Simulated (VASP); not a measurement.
Crystal: Lu.

```
Lu
1.0
     3.47959    0.00000    0.00000
    -1.73979    3.01341    0.00000
     0.00000    0.00000    5.51364
Lu
2
Direct
  0.66667 0.33333 0.75000
  0.33333 0.66667 0.25000
```

Program: VASP 6.6.1. Alike in all runs: task single point; potentials or basis VASP PAW PBE potentials, release 64 (Lu); no spin polarisation; cell as given; k mesh 9 × 9 × 5; cutoff (eV) 520; smearing fermi-dirac 0.05 eV.

Problem. Order these runs on this cell by their pressure, lowest first.
A. level LDA
B. level PBE
C. level PBEsol

Solution. A (-4.7 GPa), C (-2.1 GPa), B (0.5 GPa).

Caveats: the PAW data sets were made with another functional, which shifts forces and pressure a little (at least some runs); the cell stands under tension (at least some runs).
